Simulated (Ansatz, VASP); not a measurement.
GaP in VASP and in Ansatz

```xyz
2
Lattice="0.0000 2.7247 2.7247 2.7247 0.0000 2.7247 2.7247 2.7247 0.0000" Properties=species:S:1:pos:R:3 pbc="T T T"
Ga    0.0000    0.0000    0.0000
P     1.3624    1.3624    1.3624
```

Alike in both runs: task single point; functional PBE; k mesh 6 × 6 × 6; no spin polarisation.

```csv
,VASP,Ansatz
version,VASP 6.6.1,Ansatz 0.2.0
potentials or method,"VASP PAW PBE potentials, release 64 (Ga_d, P)","plane waves, PAW"
plane-wave cutoff (eV),520,420
occupations,"gaussian, width 0.01 eV",fixed
valence electrons in the cell,18,18
```

```tsv
	VASP	Ansatz	Ansatz less VASP
gap on the k mesh at the Fermi level (eV)	1.65	1.65	0.000
pressure (GPa)	2.6	2.6	+0.02
```
